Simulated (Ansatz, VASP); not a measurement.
One calculation of Ge, two programs

```
Ge
1.0
     0.00000    2.82877    2.60247
     2.82877    0.00000    2.60247
     2.82877    2.82877    0.00000
Ge
2
Cartesian
  2.8288 2.8288 2.6025
  4.2432 4.2432 3.9037
```

Change from the starting cell: strain +0.000 along x and y, -0.080 along z, atoms carried along.

Alike in both runs: task single point; functional LDA; k mesh 14 × 14 × 14; occupations gaussian, width 0.15 eV; no spin polarisation.

```csv
,VASP,Ansatz
version,VASP 6.6.1,Ansatz 0.2.0
potentials or method,"VASP PAW LDA potentials, release 64 (Ge_d), cutoff 520 eV","scalar-relativistic, plane waves, PAW"
valence electrons in the cell,28,28
```

VASP gave:

* gap on the k mesh at the Fermi level (eV): none
* pressure (GPa): 5.6
* traceless stress, the component that is largest in VASP (GPa): 3.35

**Question.** Which values does Ansatz return?

**Answer.** gap on the k mesh at the Fermi level (eV): none; pressure (GPa): 5.2; traceless stress, the component that is largest in VASP (GPa): 3.36.

LDA's correlation is that of Perdew and Zunger in VASP and of Perdew and Wang (1992) in Ansatz. A gap of «none» marks a metal or a gap that the smearing closes.
